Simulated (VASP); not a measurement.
# In2CuO4 (I4/mmm) in VASP: single point with PBE+U

Aim: the single point of In2CuO4 with PBE+U.

Everything below comes from runs of VASP 6.6.1. Logs are shortened: lines on timing, memory, paths and dates and some standing lists are left out, and cuts for length are marked.

## (1) The cell of the first run

It takes space group I4/mmm (No. 139, tetragonal). Conventional cell: a = 3.957 Å, b = 3.957 Å, c = 12.080 Å, α = 90.00°, β = 90.00°, γ = 90.00°. In (site symmetry 4mm) has 8 O at 2.34 to 2.66 Å within 3.1 Å. Cu (site symmetry 4/mmm) has 4 O at 1.98 Å within 2.6 Å. O (site symmetry mmm) has 2 Cu at 1.98 Å and 4 In at 2.66 Å and 4 O at 2.80 Å within 2.8 Å. O (site symmetry -4m2) has 4 In at 2.34 Å and 6 O at 2.80 to 3.02 Å within 3.1 Å.

## (2) Single point, PBE+U, collinear spin

The input, INCAR:

```
ALGO = Normal
EDIFF = 1E-6
ENCUT = 520
GGA = PE
ISIF = 2
ISMEAR = 0
ISPIN = 2
LASPH = T
LCHARG = T
LDAU = T
LDAUJ = 0 0 0
LDAUL = -1 2 -1
LDAUPRINT = 1
LDAUTYPE = 2
LDAUU = 0 8 0
LELF = T
LMAXMIX = 4
LORBIT = 11
LREAL = F
LVHAR = T
LWAVE = F
MAGMOM = 0 0 0.26 0.05 0.05 0 0
NBANDS = 44
NELM = 150
PREC = Accurate
SIGMA = 0.05
```

The input, KPOINTS:

```
k-points
0
Gamma
  7 7 7
```

The input, POSCAR:

```
In2CuO4
1.0
   -1.9784999400      1.9784999400      6.0399998300
    1.9784999400     -1.9784999400      6.0399998300
    1.9784999400      1.9784999400     -6.0399998300
In Cu O
2 1 4
Direct
    0.3529000000      0.3529000000      0.0000000000
    0.6471000000      0.6471000000      0.0000000000
    0.0000000000      0.0000000000      0.0000000000
    0.5000000000      0.0000000000      0.5000000000
    0.0000000000      0.5000000000      0.5000000000
    0.7500000000      0.2500000000      0.5000000000
    0.2500000000      0.7500000000      0.5000000000
```

Potentials or basis: VASP PAW PBE potentials, release 64 (In_d, Cu, O).

The run is started by

```
$ cat potpaw_PBE.64/In_d/POTCAR potpaw_PBE.64/Cu/POTCAR potpaw_PBE.64/O/POTCAR > POTCAR
$ mpirun -np 1 vasp_std > vasp.out
```

OUTCAR:

```text
EDIFF = 1E-6
   ENCUT = 520
   GGA = PE
   ISIF = 2
   ISMEAR = 0
   ISPIN = 2
   LASPH = T
   LORBIT = 11
   LREAL = F
   NELM = 150
   PREC = Accurate

 ion  position               nearest neighbor table
   1  0.353  0.353  0.000-   6 2.34   7 2.34   7 2.34   6 2.34   4 2.66   5 2.66   5 2.66   4 2.66
                             3 3.31   3 3.31   3 3.31   3 3.31   2 3.55   2 3.74   2 3.74   2 3.74
   2  0.647  0.647  0.000-   7 2.34   6 2.34   6 2.34   7 2.34   4 2.66   5 2.66   4 2.66   5 2.66
                             3 3.31   3 3.31   3 3.31   3 3.31   1 3.55   1 3.74   1 3.74   1 3.74
   3  0.000  0.000  0.000-   4 1.98   5 1.98   5 1.98   4 1.98   2 3.31   2 3.31   2 3.31   1 3.31
                             2 3.31   1 3.31   1 3.31   1 3.31
   4  0.500  0.000  0.500-   3 1.98   3 1.98   2 2.66   1 2.66   1 2.66   2 2.66
   5  0.000  0.500  0.500-   3 1.98   3 1.98   2 2.66   1 2.66   2 2.66   1 2.66
   6  0.750  0.250  0.500-   1 2.34   2 2.34   1 2.34   2 2.34
   7  0.250  0.750  0.500-   1 2.34   2 2.34   1 2.34   2 2.34

  LATTYP: Found a body centered tetragonal cell.
 ALAT       =     3.9569998800
 C/A-ratio  =     3.0528177979

  Lattice vectors:

 A1 = (  -1.9784999400,   1.9784999400,   6.0399998300)
 A2 = (   1.9784999400,  -1.9784999400,   6.0399998300)
 A3 = (   1.9784999400,   1.9784999400,  -6.0399998300)

Analysis of symmetry for initial positions (statically):
=====================================================================
 Subroutine PRICEL returns:
 Original cell was already a primitive cell.

 Routine SETGRP: Setting up the symmetry group for a
 body centered tetragonal supercell.

 Subroutine GETGRP returns: Found 16 space group operations
 (whereof 16 operations were pure point group operations)
 out of a pool of 16 trial point group operations.

The static configuration has the point symmetry D_4h.

Analysis of symmetry for dynamics (positions and initial velocities):
=====================================================================
 Subroutine PRICEL returns:
 Original cell was already a primitive cell.

 Routine SETGRP: Setting up the symmetry group for a
 body centered tetragonal supercell.

 Subroutine GETGRP returns: Found 16 space group operations
 (whereof 16 operations were pure point group operations)
 out of a pool of 16 trial point group operations.

The dynamic configuration has the point symmetry D_4h.

Analysis of structural, dynamic, and magnetic symmetry:
=====================================================================
 Subroutine PRICEL returns:
 Original cell was already a primitive cell.

 Routine SETGRP: Setting up the symmetry group for a
 body centered tetragonal supercell.

 Subroutine GETGRP returns: Found 16 space group operations
 (whereof 16 operations were pure point group operations)
 out of a pool of 16 trial point group operations.

The overall configuration has the point symmetry D_4h.

 Subroutine INISYM returns: Found 16 space group operations
 (whereof 16 operations are pure point group operations),
 and found     1 'primitive' translations

----------------------------------------------------------------------------------------

                                     Primitive cell

  volume of cell :      94.5734

  direct lattice vectors                    reciprocal lattice vectors
    -1.978499940  1.978499940  6.039999830     0.000000000  0.252716712  0.082781459
     1.978499940 -1.978499940  6.039999830     0.252716712  0.000000000  0.082781459
     1.978499940  1.978499940 -6.039999830     0.252716712  0.252716712  0.000000000

  length of vectors
[... 109 lines left out ...]
   IALGO  =     38    algorithm
   IMIX   =      4    mixing-type and parameters
     AMIX     =   0.40;   BMIX     =  1.00
     AMIX_MAG =   1.60;   BMIX_MAG =  1.00
  volume/ion in A,a.u.               =      13.51        91.17
  Fermi-wavevector in a.u.,A,eV,Ry     =   1.414474  2.672969 27.221693  2.000738
  Thomas-Fermi vector in A             =   2.536013
   LORBIT       =     11    0 simple, 1 ext, 2 COOP (PROOUT), +10 PAW based schemes
 LDA+U is selected, type is set to LDAUTYPE =  2
   angular momentum for each species LDAUL =    -1    2   -1
   U (eV)           for each species LDAUU =   0.0  8.0  0.0
   J (eV)           for each species LDAUJ =   0.0  0.0  0.0
   GGA     = PE    functional components
   LHFCALC =     F    Hartree Fock is set to
   AEXX    =    0.0000 exact exchange contribution
   IVDW    =     0    specifies the selected vdW correction
   LEPSILON=     F    determine dielectric tensor
   LRPA    =     F    only Hartree local field effects (RPA)
 spin polarized calculation
 Gauss-broadening in eV      SIGMA  =   0.05
  energy-cutoff  :      520.00
  volume of cell :       94.57
 maximum number of plane-waves:      2599
 NGX is ok and might be reduce to    50
   NGX = 25   NGY = 25   NGZ = 25

atom =   3  type =  2  l = 2

 onsite density matrix

spin component  1

  0.9861 -0.0000  0.0000  0.0000 -0.0000
 -0.0000  0.9812  0.0000  0.0000 -0.0000
  0.0000  0.0000  0.9709 -0.0000  0.0000
  0.0000  0.0000 -0.0000  0.9812 -0.0000
 -0.0000 -0.0000  0.0000 -0.0000  1.0351

spin component  2

  0.9855 -0.0000 -0.0000  0.0000  0.0000
 -0.0000  0.9801  0.0000  0.0000  0.0000
 -0.0000  0.0000  0.9669 -0.0000  0.0000
  0.0000  0.0000 -0.0000  0.9801 -0.0000
  0.0000  0.0000  0.0000 -0.0000  0.2618

 occupancies and eigenvectors

  o =  0.2618  v =  0.0000  0.0000  0.0000  0.0000  0.0000  0.0000  0.0000  0.0000 -0.0000  1.0000      0.0000  0.0000  0.0000  0.0000  0.0000  0.0000  0.0000  0.0000  0.0000  0.0000
  o =  0.9669  v =  0.0000  0.0000  0.0000  0.0000  0.0000  0.0000  0.0000 -1.0000  0.0000 -0.0000      0.0000  0.0000  0.0000  0.0000  0.0000  0.0000  0.0000  0.0000  0.0000  0.0000
  o =  0.9709  v =  0.0000  0.0000 -1.0000  0.0000  0.0000  0.0000  0.0000  0.0000  0.0000  0.0000      0.0000  0.0000  0.0000  0.0000  0.0000  0.0000  0.0000  0.0000  0.0000  0.0000
  o =  0.9801  v =  0.0000  0.0000  0.0000  0.0000  0.0000  0.0000  0.2922  0.0000  0.9564  0.0000      0.0000  0.0000  0.0000  0.0000  0.0000  0.0000  0.0000  0.0000  0.0000  0.0000
  o =  0.9801  v =  0.0000  0.0000  0.0000  0.0000  0.0000  0.0000 -0.9564 -0.0000  0.2922  0.0000      0.0000  0.0000  0.0000  0.0000  0.0000  0.0000  0.0000  0.0000  0.0000  0.0000
  o =  0.9812  v =  0.0000 -0.6067 -0.0000 -0.7950  0.0000  0.0000  0.0000  0.0000  0.0000  0.0000      0.0000  0.0000  0.0000  0.0000  0.0000  0.0000  0.0000  0.0000  0.0000  0.0000
  o =  0.9812  v =  0.0000 -0.7950  0.0000  0.6067  0.0000  0.0000  0.0000  0.0000  0.0000  0.0000      0.0000  0.0000  0.0000  0.0000  0.0000  0.0000  0.0000  0.0000  0.0000  0.0000
  o =  0.9855  v =  0.0000  0.0000  0.0000  0.0000  0.0000  1.0000  0.0000  0.0000  0.0000  0.0000      0.0000  0.0000  0.0000  0.0000  0.0000  0.0000  0.0000  0.0000  0.0000  0.0000
  o =  0.9861  v =  1.0000  0.0000  0.0000  0.0000  0.0000  0.0000  0.0000  0.0000  0.0000  0.0000      0.0000  0.0000  0.0000  0.0000  0.0000  0.0000  0.0000  0.0000  0.0000  0.0000
  o =  1.0351  v =  0.0000 -0.0000 -0.0000  0.0000 -1.0000  0.0000  0.0000  0.0000  0.0000  0.0000      0.0000  0.0000  0.0000  0.0000  0.0000  0.0000  0.0000  0.0000  0.0000  0.0000

 number of electron      61.0000003 magnetization       0.9948180

 Free energy of the ion-electron system (eV)
  ---------------------------------------------------
  ext. energy  EPLUGINS =         0.00000000
  ---------------------------------------------------
  free energy    TOTEN  =       -33.17997643 eV

  energy without entropy =      -33.17893478  energy(sigma->0) =      -33.17945561

 E-fermi :   4.9204     XC(G=0): -10.8089

 val. band max:        4.8877221616   @ k =  -0.4286   0.4286   0.0000
 cond. band min:       5.1183482986   @ k =   0.1429   0.0000  -0.0000
 fundamental gap:      0.2306261370
 Fermi energy:         4.9204287831

 spin component 1

 k-point     1 :       0.0000    0.0000    0.0000
  band No.  band energies     occupation
      1     -13.0556      1.00000
      2     -12.0514      1.00000
      3     -12.0397      1.00000
      4     -11.2640      1.00000
      5      -8.5421      1.00000
      6      -8.5421      1.00000
[... 2153 lines left out ...]
     41      15.1813      0.00000
     42      17.3309      0.00000

 [... further k-points ...]

 [bands above 42 left out]

------------------------ aborting loop because EDIFF is reached ----------------------------------------

  FORCE on cell =-STRESS in cart. coord.  units (eV):
  Direction    XX          YY          ZZ          XY          YZ          ZX
  --------------------------------------------------------------------------------------
  -------------------------------------------------------------------------------------
  Total       -7.8339791     -7.8339791     -9.0627681      0.0000000      0.0000000      0.0000000
  in kB     -132.7162158   -132.7162158   -153.5332520      0.0000000      0.0000000      0.0000000
  external PRESSURE =    -139.6552279 kB  Pullay stress =       0.0000000 kB

 VOLUME and BASIS-vectors are now :
 -----------------------------------------------------------------------------
  energy-cutoff  :      520.00
  volume of cell :       94.57
      direct lattice vectors                 reciprocal lattice vectors
    -1.978499940  1.978499940  6.039999830     0.000000000  0.252716712  0.082781459
     1.978499940 -1.978499940  6.039999830     0.252716712  0.000000000  0.082781459
     1.978499940  1.978499940 -6.039999830     0.252716712  0.252716712  0.000000000

 POSITION                                       TOTAL-FORCE (eV/Angst)
 -----------------------------------------------------------------------------------
      0.00000      0.00000      4.26303         0.000000      0.000000     -1.468332
      0.00000      0.00000      7.81697        -0.000000     -0.000000      1.468332
      0.00000      0.00000      0.00000         0.000000      0.000000     -0.000000
      0.00000      1.97850      0.00000         0.000000      0.000000     -0.000000
      1.97850      0.00000      0.00000         0.000000      0.000000     -0.000000
     -0.00000      1.97850      3.02000         0.000000      0.000000     -0.000000
      1.97850     -0.00000      3.02000         0.000000      0.000000      0.000000
 -----------------------------------------------------------------------------------
    total drift:                               -0.000000     -0.000000     -0.000000

  FREE ENERGIE OF THE ION-ELECTRON SYSTEM (eV)
  ---------------------------------------------------
  free  energy   TOTEN  =       -33.1799764278 eV

  energy  without entropy=      -33.1789347843  energy(sigma->0) =      -33.17945561

 total charge

# of ion       s       p       d       tot
------------------------------------------
    1        0.633   0.435   9.955  11.023
    2        0.633   0.435   9.955  11.023
    3        0.354   0.359   9.109   9.822
    4        1.569   3.361   0.000   4.930
    5        1.569   3.361   0.000   4.930
    6        1.577   3.332   0.000   4.909
    7        1.577   3.332   0.000   4.909
--------------------------------------------------
tot          7.911  14.615  29.019  51.546

 magnetization (x)

# of ion       s       p       d       tot
------------------------------------------
    1       -0.001  -0.001  -0.000  -0.003
    2       -0.001  -0.001  -0.000  -0.003
    3        0.010   0.012   0.779   0.802
    4        0.008   0.089   0.000   0.097
    5        0.008   0.089   0.000   0.097
    6       -0.000  -0.003   0.000  -0.003
    7       -0.000  -0.003   0.000  -0.003
--------------------------------------------------
tot          0.024   0.180   0.779   0.983
```

Wall time 11 min (1 thread of Intel Xeon 6975P-C (Granite Rapids), shared host); peak memory 0.6 GiB.

Results:

| Quantity | Value |
| --- | --- |
| Free energy | -33.1800 eV |
| Pressure | -14.0 GPa |
| Largest force | 1.468 eV/Å |
| Band gap on the k mesh | zero (filled and empty bands overlap) |
| Net moment | 0.99 μB per cell |
| Site moments | In -0.00; Cu +0.80; O +0.10, -0.00 (each value once) μB |
| Valence electrons inside the program's atomic spheres | In 11.02; Cu 9.82; O 4.93, 4.91 (each value once) |

Forces in eV/Å, atoms in the order of the input:
```
In   0.000  0.000 -1.468
In   0.000  0.000  1.468
Cu   0.000  0.000  0.000
O    0.000  0.000  0.000
O    0.000  0.000  0.000
O    0.000  0.000  0.000
O    0.000  0.000  0.000
```

Levels at points of the mesh, in eV from the Fermi level:
Spin up:
```tsv
k point	band 28	band 29	band 30	band 31	band 32	band 33	band 34	band 35
(0.00, 0.00, 0.00)	-1.46	-1.17	-0.91	-0.40	-0.40	3.78	4.72	5.37
```
Spin down:
| k point | band 27 | band 28 | band 29 | band 30 | band 31 | band 32 | band 33 | band 34 |
| --- | --- | --- | --- | --- | --- | --- | --- | --- |
| (0.00, 0.00, 0.00) | -1.29 | -1.13 | -0.91 | -0.39 | -0.39 | 0.72 | 3.79 | 4.78 |

Eigenvalues of the final occupation matrices:
```
    site  spin  trace               eigenvalues
site 3 d     1   4.95  0.97 0.98 0.98 0.99 1.04
site 3 d     2   4.17  0.26 0.97 0.98 0.98 0.99
```

Caveat: the cell stands under tension; semilocal functionals underestimate gaps, and a narrow one can read as zero; spin-orbit coupling is left out, which moves the levels of the heavy elements; a cell with one magnetic atom can't hold antiferromagnetic order, which such compounds often take; forces of over 1 eV/Å act on the atoms, so gaps and moduli don't describe the material at rest.

The gap in the log of VASP goes by the Fermi energy; the results here count the filled bands.